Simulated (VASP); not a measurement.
# InP (NiAs type): relaxation of cell and atoms with PBE

The system is InP (NiAs type).

```
In P
1.0
     3.98683    0.00000    0.00000
    -1.99342    3.45270    0.00000
     0.00000    0.00000    6.17959
In P
2 2
Direct
  0.00000 0.00000 0.00000
  0.00000 0.00000 0.50000
  0.33333 0.66667 0.25000
  0.66667 0.33333 0.75000
```

```
Program                : VASP 6.6.1
Task                   : relaxation of cell and atoms
Functional             : PBE
Potentials or basis    : VASP PAW PBE potentials, release 64 (In_d, P)
Cutoff                 : 600 eV
k mesh                 : 9 × 9 × 5
Occupations            : fermi-dirac, width 0.1 eV
Spin                   : no spin polarisation
Target pressure        : 0.0037 GPa
Dipole correction      : no
Further INCAR settings : ALGO = Normal; EDIFF = 1e-06; IBRION = 2; EDIFFG = -0.005; NSW = 60; ISIF = 3
```

The relaxed volume is 21.61 Å³/atom and the relaxed cell is a = 3.875 Å, b = 3.875 Å, c = 6.648 Å, α = 90.00°, β = 90.00°, γ = 120.00°. The space group after relaxing (to 0.05 Å) is P6_3/mmc (No. 194) and the energy change on relaxing (the enthalpy is what falls) is -46.3 meV/atom. The ionic steps are 7, the pressure after relaxing is 0.0 GPa and the band gap on the k mesh is zero (band 18 reaches 7.24 eV, above the bottom of band 19 at 4.47 eV).

Step by step:
| step | energy change (eV) | largest force (eV/Å) | pressure (GPa) | volume (Å³) |
| --- | --- | --- | --- | --- |
| 1 | 0.0000 | 0.0000 | 2.36 | 85.06 |
| 2 | -0.1395 | 0.0000 | -1.50 | 88.87 |
| 3 | -0.1449 | 0.0000 | -2.34 | 89.88 |
| 4 | -0.1834 | 0.0000 | -0.40 | 86.86 |
| 5 | -0.1835 | 0.0000 | -0.55 | 87.05 |
| 6 | -0.1853 | 0.0000 | 0.16 | 86.28 |
| 7 | -0.1854 | 0.0000 | 0.00 | 86.43 |

Final structure:
```
In P
1.0
     3.87465    0.00000    0.00000
    -1.93733    3.35555    0.00000
     0.00000    0.00000    6.64789
In P
2 2
Direct
  0.00000 0.00000 0.00000
  0.00000 0.00000 0.50000
  0.33333 0.66667 0.25000
  0.66667 0.33333 0.75000
```

Levels at points of the mesh, in eV from the Fermi level:
| k point | band 15 | band 16 | band 17 | band 18 | band 19 | band 20 | band 21 | band 22 |
| --- | --- | --- | --- | --- | --- | --- | --- | --- |
| (0.00, 0.00, 0.00) | -0.34 | -0.34 | -0.03 | 0.25 | 0.25 | 2.48 | 4.85 | 4.85 |

Wall time 120 s on 1 thread of Intel(R) Xeon(R) 6975P-C (Granite Rapids) (shared host), peak memory 0.26 GiB.

Caveat: the cell is relaxed towards a set pressure, so the enthalpy falls and the energy may rise; spin-orbit coupling is left out, which moves the levels of the heavy elements.
